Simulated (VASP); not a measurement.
Write the native input for VASP 6.6.1 that does the following.

```
Task                   : single point
Functional             : r2SCAN
Potentials or basis    : VASP PAW PBE potentials, release 64 (Cu)
Cutoff                 : 520 eV
k mesh                 : 20 × 20 × 20
Occupations            : gaussian, width 0.1 eV
Spin                   : no spin polarisation
Dipole correction      : no
Further INCAR settings : ALGO = Normal; EDIFF = 1e-07; NBANDS = 12
```

The system is Cu.

```
CELL_PARAMETERS angstrom
0.00000 1.80615 1.80615
1.80615 0.00000 1.80615
1.80615 1.80615 0.00000
ATOMIC_POSITIONS crystal
Cu 0.00000 0.00000 0.00000
```

This cell differs from its parent crystal: volume scaled by 1.03.

One way to write it, as run:

POSCAR

```
Cu
1.0
    0.0000000000      1.8061483912      1.8061483912
    1.8061483912      0.0000000000      1.8061483912
    1.8061483912      1.8061483912      0.0000000000
Cu
1
Direct
    0.0000000000      0.0000000000      0.0000000000
```

INCAR.step1

```
SYSTEM = Cu
ALGO     = Normal         ! electronic algorithm
EDIFF    = 1E-4           ! SCF threshold, eV
ENCUT    = 520            ! plane-wave cutoff, eV
GGA      = PE             ! functional
ISMEAR   = 0              ! smearing method
LASPH    = .TRUE.         ! aspherical terms in the spheres
LCHARG   = .FALSE.        ! write CHGCAR
LREAL    = .FALSE.        ! projectors in reciprocal space
LWAVE    = .TRUE.         ! write WAVECAR
NBANDS   = 12             ! bands
NELM     = 80             ! most SCF steps
PREC     = Accurate       ! precision mode
SIGMA    = 0.1            ! smearing width, eV
```

INCAR.step2

```
SYSTEM = Cu
ALGO     = Normal         ! electronic algorithm
EDIFF    = 1E-7           ! SCF threshold, eV
ENCUT    = 520            ! plane-wave cutoff, eV
ISIF     = 2              ! what is computed and relaxed
ISMEAR   = 0              ! smearing method
ISTART   = 1            
LASPH    = .TRUE.         ! aspherical terms in the spheres
LCHARG   = .FALSE.        ! write CHGCAR
LMIXTAU  = .TRUE.       
LREAL    = .FALSE.        ! projectors in reciprocal space
LWAVE    = .FALSE.        ! write WAVECAR
METAGGA  = R2SCAN         ! meta-GGA
NBANDS   = 12             ! bands
NELM     = 80             ! most SCF steps
PREC     = Accurate       ! precision mode
SIGMA    = 0.1            ! smearing width, eV
```

KPOINTS

```
k-points
0
G
  20 20 20
  0 0 0
```

Potentials or basis: VASP PAW PBE potentials, release 64 (Cu).

Command:

```console
$ cat potpaw_PBE.64/Cu/POTCAR > POTCAR
$ cp INCAR.step1 INCAR
$ mpirun -np 1 vasp_std > vasp.out
$ cp INCAR.step2 INCAR
$ mpirun -np 1 vasp_std > vasp.out
```

It gave:

```json
{
 "Pressure": "-3.9 GPa"
}
```

Caveat: the PAW data sets were made with another functional, which shifts forces and pressure a little.

Wall time 55 s on 1 thread of Intel(R) Xeon(R) 6975P-C (Granite Rapids) (shared host), peak memory 0.15 GiB.
